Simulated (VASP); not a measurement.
# BaF2 (Fm-3m) in VASP: vibrations by perturbation theory with LDA

Aim: the vibrations by perturbation theory of BaF2 with LDA.

Everything below comes from runs of VASP 6.6.1. Logs are shortened: lines on timing, memory, paths and dates and some standing lists are left out, and cuts for length are marked.

### 1 The cell of the first run

The structure is cubic, space group Fm-3m (No. 225). Conventional cell: a = 6.200 Å, b = 6.200 Å, c = 6.200 Å, α = 90.00°, β = 90.00°, γ = 90.00°. Within 3.5 Å of Ba (site symmetry m-3m) lie 8 F at 2.68 Å. F (site symmetry -43m) has 4 Ba at 2.68 Å and 6 F at 3.10 Å within 3.5 Å.

### 2 Vibrations by perturbation theory, LDA

The input, INCAR:

```
SYSTEM = BaF2
ALGO = Normal
EDIFF = 1E-8
ENCUT = 600
GGA = CA
GGA_COMPAT = .False.
IBRION = 8
ISIF = 2
ISMEAR = 0
LASPH = .True.
LCHARG = .True.
LEPSILON = .True.
LREAL = .False.
LWAVE = .False.
NBANDS = 19
NELM = 120
NSW = 1
PREC = Accurate
SIGMA = 0.01
```

The input, KPOINTS:

```
k-points
0
Gamma
  6 6 6
  0 0 0
```

The input, POSCAR:

```
BaF2
1.0
    0.0000000000      3.1000500000      3.1000500000
    3.1000500000      0.0000000000      3.1000500000
    3.1000500000      3.1000500000      0.0000000000
Ba F
1 2
Direct
    0.0000000000      0.0000000000      0.0000000000
    0.2500000000      0.2500000000      0.2500000000
    0.7500000000      0.7500000000      0.7500000000
```

Potentials or basis: VASP PAW LDA potentials, release 64 (Ba_sv, F).

On the command line:

```
cat potpaw_LDA.64/Ba_sv/POTCAR potpaw_LDA.64/F/POTCAR > POTCAR
mpirun -np 1 vasp_std > vasp.out
```

OUTCAR:

```text
SYSTEM = BaF2
   EDIFF = 1E-8
   ENCUT = 600
   GGA = CA
   IBRION = 8
   ISIF = 2
   ISMEAR = 0
   LASPH = .True.
   LEPSILON = .True.
   LREAL = .False.
   NELM = 120
   NSW = 1
   PREC = Accurate

 ion  position               nearest neighbor table
   1  0.000  0.000  0.000-   3 2.68   3 2.68   2 2.68   3 2.68   2 2.68   2 2.68   3 2.68   2 2.68

   2  0.250  0.250  0.250-   1 2.68   1 2.68   1 2.68   1 2.68
   3  0.750  0.750  0.750-   1 2.68   1 2.68   1 2.68   1 2.68

  LATTYP: Found a face centered cubic cell.
 ALAT       =     6.2001000000

  Lattice vectors:

 A1 = (   0.0000000000,   3.1000500000,   3.1000500000)
 A2 = (   3.1000500000,   0.0000000000,   3.1000500000)
 A3 = (   3.1000500000,   3.1000500000,   0.0000000000)

Analysis of symmetry for initial positions (statically):
=====================================================================
 Subroutine PRICEL returns:
 Original cell was already a primitive cell.

 Routine SETGRP: Setting up the symmetry group for a
 face centered cubic supercell.

 Subroutine GETGRP returns: Found 48 space group operations
 (whereof 48 operations were pure point group operations)
 out of a pool of 48 trial point group operations.

The static configuration has the point symmetry O_h .

Analysis of symmetry for dynamics (positions and initial velocities):
=====================================================================
 Subroutine PRICEL returns:
 Original cell was already a primitive cell.

 Routine SETGRP: Setting up the symmetry group for a
 face centered cubic supercell.

 Subroutine GETGRP returns: Found 48 space group operations
 (whereof 48 operations were pure point group operations)
 out of a pool of 48 trial point group operations.

The dynamic configuration has the point symmetry O_h .

 Subroutine INISYM returns: Found 48 space group operations
 (whereof 48 operations are pure point group operations),
 and found     1 'primitive' translations

----------------------------------------------------------------------------------------

                                     Primitive cell

  volume of cell :      59.5849

  direct lattice vectors                    reciprocal lattice vectors
     0.000000000  3.100050000  3.100050000    -0.161287721  0.161287721  0.161287721
     3.100050000  0.000000000  3.100050000     0.161287721 -0.161287721  0.161287721
     3.100050000  3.100050000  0.000000000     0.161287721  0.161287721 -0.161287721

  length of vectors
     4.384132754  4.384132754  4.384132754     0.279358528  0.279358528  0.279358528

  position of ions in fractional coordinates (direct lattice)
     0.000000000  0.000000000  0.000000000
     0.250000000  0.250000000  0.250000000
     0.750000000  0.750000000  0.750000000

  ion indices of the primitive-cell ions
   primitive index   ion index
                 1           1
                 2           2
                 3           3

----------------------------------------------------------------------------------------

 KPOINTS: k-points

Automatic generation of k-mesh.
[... 508 lines left out ...]

--------------------------------------- Ionic step        3  -------------------------------------------

------------------------ aborting loop because EDIFF is reached ----------------------------------------

 PIEZOELECTRIC TENSOR FIELD DIRECTION 3  (e Angst)
 -----------------------------------------------------------------------------
     0.00012  0.00000  0.00000           (  0.00000  0.00000  0.00000)
     0.00000  0.00012 -0.00000           (  0.00000  0.00000  0.00000)
     0.00000  0.00000  0.00020           (  0.00000  0.00000  0.00000)

 PIEZOELECTRIC TENSOR FIELD DIRECTION 3  (C/m^2)
 -----------------------------------------------------------------------------
     0.00003  0.00000  0.00000
     0.00000  0.00003 -0.00000
     0.00000  0.00000  0.00005

--------------------------------------- Ionic step        4  -------------------------------------------

------------------------ aborting loop because EDIFF is reached ----------------------------------------

[... ionic steps 5 to 6 ...]

--------------------------------------- Ionic step        7  -------------------------------------------

 Free energy of the ion-electron system (eV)
  ---------------------------------------------------
  ---------------------------------------------------
  free energy    TOTEN  =        -0.52971559 eV

  energy without entropy =       -0.52971559

------------------------ aborting loop because EDIFF is reached ----------------------------------------

 INTERNAL STRAIN TENSOR  FOR ION    2  DIRECTION 1   (eV/Angst):
 -----------------------------------------------------------------------------
     0.00251 -0.00000  0.00000
    -0.00000 -0.00250 -2.42894
     0.00000 -2.42894 -0.00250

 MACROSCOPIC STATIC DIELECTRIC TENSOR (including local field effects in DFT)
 ------------------------------------------------------
           2.389392    -0.000000     0.000000
           0.000000     2.389392     0.000000
           0.000000     0.000000     2.389392
 ------------------------------------------------------

 PIEZOELECTRIC TENSOR (including local field effects)  for field in x, y, z        (e  Angst)
          XX          YY          ZZ          XY          YZ          ZX
  --------------------------------------------------------------------------------
  x     0.00000     0.00000     0.00000     0.00000     0.00000     0.00000
  y     0.00000     0.00000     0.00000     0.00000     0.00000     0.00000
  z     0.00000     0.00000     0.00000     0.00000     0.00000     0.00000

 PIEZOELECTRIC TENSOR (including local field effects)  for field in x, y, z        (C/m^2)
          XX          YY          ZZ          XY          YZ          ZX
  --------------------------------------------------------------------------------
  x     0.00000     0.00000     0.00000     0.00000     0.00000     0.00000
  y     0.00000     0.00000     0.00000     0.00000     0.00000     0.00000
  z     0.00000     0.00000     0.00000     0.00000     0.00000     0.00000

 BORN EFFECTIVE CHARGES (including local field effects) (in |e|, cummulative output)
 ---------------------------------------------------------------------------------
 ion    1
    1     2.56817     0.00000     0.00000
    2     0.00000     2.56817     0.00000
    3     0.00000     0.00000     2.56817
 ion    2
    1    -1.28409     0.00000     0.00000
    2     0.00000    -1.28409     0.00000
    3     0.00000     0.00000    -1.28409
 ion    3
    1    -1.28409     0.00000     0.00000
    2     0.00000    -1.28409     0.00000
    3     0.00000     0.00000    -1.28409

 INTERNAL STRAIN TENSOR FOR ION    3 for displacements in x,y,z  (eV/Angst):
          X           Y           Z          XY          YZ          ZX
  --------------------------------------------------------------------------------
  x     0.00000     0.00000     0.00000    -0.00000     2.42894     0.00000
  y     0.00000     0.00000     0.00000     0.00000     0.00000     2.42894
  z     0.00000     0.00000     0.00000     2.42894     0.00000    -0.00000

 SECOND DERIVATIVES (NOT SYMMETRIZED)
 ------------------------------------
               1X          1Y          1Z          2X          2Y          2Z          3X          3Y          3Z
  1X    -3.437674    0.000000    0.000000    1.718837    0.000000    0.000000    1.718837    0.000000    0.000000
  1Y     0.000000   -3.437674    0.000000    0.000000    1.718837    0.000000    0.000000    1.718837    0.000000
  1Z     0.000000    0.000000   -3.437674    0.000000    0.000000    1.718837    0.000000    0.000000    1.718837
  2X     1.730514    0.000000    0.000000   -2.853488    0.000000    0.000000    1.122974    0.000000    0.000000
  2Y     0.000000    1.730514    0.000000    0.000000   -2.853488    0.000000    0.000000    1.122974    0.000000
  2Z     0.000000    0.000000    1.730514    0.000000    0.000000   -2.853488    0.000000    0.000000    1.122974
  3X     1.730514    0.000000    0.000000    1.122974    0.000000    0.000000   -2.853488    0.000000    0.000000
  3Y     0.000000    1.730514    0.000000    0.000000    1.122974    0.000000    0.000000   -2.853488    0.000000
  3Z     0.000000    0.000000    1.730514    0.000000    0.000000    1.122974    0.000000    0.000000   -2.853488

 Eigenvectors and eigenvalues of the dynamical matrix
 ----------------------------------------------------

   1 f  =    7.152292 THz    44.939176 2PiTHz  238.574782 cm-1    29.579490 meV
             X         Y         Z           dx          dy          dz
      0.000000  0.000000  0.000000    -0.000000   -0.000000   -0.000000
      1.550025  1.550025  1.550025    -0.647121   -0.285017   -0.000000
      4.650075  4.650075  4.650075     0.647121    0.285017    0.000000
[... 43 lines left out ...]
   9 f/i=    0.007416 THz     0.046598 2PiTHz    0.247379 cm-1     0.030671 meV
             X         Y         Z           dx          dy          dz
      0.000000  0.000000  0.000000     0.232431    0.103480    0.848348
      1.550025  1.550025  1.550025     0.086159    0.038359    0.314471
      4.650075  4.650075  4.650075     0.086159    0.038359    0.314471

--------------------------------------------------------------------------------------------------------

 MACROSCOPIC STATIC DIELECTRIC TENSOR IONIC CONTRIBUTION
 ------------------------------------------------------
           5.813388    -0.000000    -0.000000
          -0.000000     5.813388    -0.000000
          -0.000000    -0.000000     5.813388
 ------------------------------------------------------

 ELASTIC MODULI CONTR FROM IONIC RELAXATION (kBar)
 Direction    XX          YY          ZZ          XY          YZ          ZX
 --------------------------------------------------------------------------------
 XX           0.0000      0.0000      0.0000      0.0000      0.0000      0.0000
 YY           0.0000      0.0000      0.0000      0.0000      0.0000      0.0000
 ZZ           0.0000      0.0000      0.0000      0.0000      0.0000      0.0000
 XY           0.0000      0.0000      0.0000    -79.7884     -0.0000      0.0000
 YZ           0.0000      0.0000      0.0000     -0.0000    -79.7884      0.0000
 ZX           0.0000      0.0000      0.0000      0.0000      0.0000    -79.7884
 --------------------------------------------------------------------------------

 PIEZOELECTRIC TENSOR IONIC CONTR  for field in x, y, z        (C/m^2)
          XX          YY          ZZ          XY          YZ          ZX
  --------------------------------------------------------------------------------
  x     0.00000     0.00000     0.00000    -0.00000    -0.00000    -0.00000
  y     0.00000     0.00000     0.00000     0.00000    -0.00000     0.00000
  z     0.00000     0.00000     0.00000     0.00000     0.00000     0.00000
```

Wall time 3.5 min (1 thread of Intel Xeon 6975P-C (Granite Rapids), shared host); peak memory 0.38 GiB.

Results:

- Electronic dielectric tensor (diagonal): 2.39
- Born charges (mean of the diagonal): Ba +2.57; F -1.28 e
- Highest phonon frequency at Γ, LO-TO splitting left out: 239 cm⁻¹

Phonon frequencies in cm⁻¹ (negative: imaginary):
```
              q point                    frequencies
(0.000, 0.000, 0.000)  0 0 0 178 178 178 239 239 239
```

Electronic dielectric tensor:
```
2.39 0.00 0.00
0.00 2.39 0.00
0.00 0.00 2.39
```

Born effective charge tensors (e):
atom 1, Ba
```
2.57 0.00 0.00
0.00 2.57 0.00
0.00 0.00 2.57
```
atom 2, F
```
-1.28  0.00  0.00
 0.00 -1.28  0.00
 0.00  0.00 -1.28
```
atom 3, F
```
-1.28  0.00  0.00
 0.00 -1.28  0.00
 0.00  0.00 -1.28
```

Caveat: the cell stands under pressure or tension, which shifts response properties; spin-orbit coupling is left out, which moves the levels of the heavy elements.
